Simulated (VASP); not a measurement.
Runs of VASP 6.6.1 on PtF3. The structure is that of space group Pm-3m (No. 221), or close to it. The cells are those of the table. 

```tsv
task	spin	cell	k mesh	cutoff (eV)	gap on the mesh (eV)	pressure (GPa)	moment (μB)
single point	off	a = 3.582 Å, 4 atoms	6 × 6 × 6	520	none	-10.8	-
single point	collinear, ferromagnetic start	a = 3.506 Å, 4 atoms	6 × 6 × 6	520	none	(a)	2.87
single point	collinear, ferromagnetic start	a = 3.507 Å, 4 atoms	14 × 14 × 14	520	none	-0.5	(b)
relaxation of cell and atoms	collinear, ferromagnetic start	relaxed from a = 3.582 Å, 4 atoms	6 × 6 × 6	600	none	0.2	2.79
```

Alike in all rows: level PBE; potentials or basis VASP PAW PBE potentials, release 64 (Pt, F); smearing gaussian 0.1 eV.

Q: Fill in the values left out.

A: (a) -0.6; (b) 2.96.

Caveats: spin-orbit coupling is left out, which moves the levels of the heavy elements; an odd number of electrons without spin polarisation forces a metal (some runs); a magnetic or distorted state may lie lower (some runs).

A k mesh can miss the band edges, and the runs leave out spin-orbit coupling on Pt.

A gap of «none» marks levels without a gap at the run's occupations.
